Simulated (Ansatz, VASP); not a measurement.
## One calculation of NiO, two programs

Contents of POSCAR:

```
NiO
1.0
    2.0752721545      2.0752721545      0.0000000000
   -2.0752721545      2.0752721545      0.0000000000
    0.0000000000      0.0000000000      4.3561408738
Ni O
2 2
Direct
    0.0000000000      0.0000000000      0.0000000000
    0.5000000000      0.5000000000      0.5000000000
    0.5000000000      0.5000000000      0.0000000000
    0.0000000000      0.0000000000      0.5000000000
```

INCAR.step1

```
SYSTEM = NiO
PREC = Accurate ; ENCUT = 520
ISMEAR = 0 ; SIGMA = 0.02
LREAL = .False. ; LASPH = .True.
NELM = 150 ; ISPIN = 2
MAGMOM = 1.83 1.83 0.31 0.31 ; LMAXMIX = 4
NBANDS = 28 ; GGA = PE
ALGO = Normal ; EDIFF = 1E-4
LWAVE = .True. ; LCHARG = .False.
```

File INCAR.step2:

```
SYSTEM = NiO
PREC = Accurate ; ENCUT = 520
EDIFF = 1E-6 ; ISMEAR = 0
SIGMA = 0.02 ; LREAL = .False.
LASPH = .True. ; NELM = 150
ALGO = Normal ; ISIF = 2
LWAVE = .False. ; LCHARG = .False.
ISPIN = 2 ; MAGMOM = 1.83 1.83 0.31 0.31
LORBIT = 11 ; LMAXMIX = 4
METAGGA = R2SCAN ; LMIXTAU = .True.
NBANDS = 28 ; ISTART = 1
```

The input KPOINTS:

```
regular mesh
0
Gamma
  10 10 8
  0 0 0
```

Input for Ansatz:

```yaml
crystal:
  lattice:
    - [2.0752721545, 2.0752721545, 0.0]
    - [-2.0752721545, 2.0752721545, 0.0]
    - [0.0, 0.0, 4.3561408738]
  atoms:
    - { symbol: Ni, position: [0.0, 0.0, 0.0], spin: 1.83 }
    - { symbol: Ni, position: [0.5, 0.5, 0.5], spin: 1.83 }
    - { symbol: O, position: [0.5, 0.5, 0.0], spin: 0.31 }
    - { symbol: O, position: [0.0, 0.0, 0.5], spin: 0.31 }
basis:
  ecutwfc: 500
kpoints:
  mp_grid: { grid: [10, 10, 8] }
  band_path: { path: [VBM, CBM], npoints: 2 }
hamiltonian:
  xc: r2scan
scf:
  occupations: { method: gaussian, width: 0.02 }
output:
  forces: true
  stress: true
  eigenvalues: true
  populations: true
magnetization:
  spin_polarized: true
checkpoint:
  read: start.run
  write: ck
  compress: false
  write_wavefunctions: false
  write_every: 100000
```

Alike in both runs: task single point; functional r2SCAN; k mesh 10 × 10 × 8; occupations gaussian, width 0.02 eV; collinear spin.

|  | VASP | Ansatz |
| --- | --- | --- |
| version | VASP 6.6.1 | Ansatz 0.2.0 |
| potentials or method | VASP PAW PBE potentials, release 64 (Ni, O), cutoff 520 eV | scalar-relativistic, plane waves, PAW |
| valence electrons in the cell | 32 | 48 |

```csv
,VASP,Ansatz,Ansatz less VASP
gap on the k mesh at the Fermi level (eV),0.46,0.54,+0.083
least direct gap on the mesh (eV),1.25,1.33,+0.081
pressure (GPa),-3.4,-3.4,+0.01
"traceless stress, the component that is largest in VASP (GPa)",-6.84,-6.82,+0.019
net moment per atom (μB),1.00,1.00,0.000
size of the moment on the site where the two differ most (μB),1.70,1.67,-0.029
```

VASP's potentials were made for PBE, not for r2SCAN. Site moments also hang on the region over which each program counts them. VASP's potentials hold 32 valence electrons a cell and Ansatz's 48, so a difference there can come from the potentials and not from the codes. Ansatz's warnings: stability check not made.
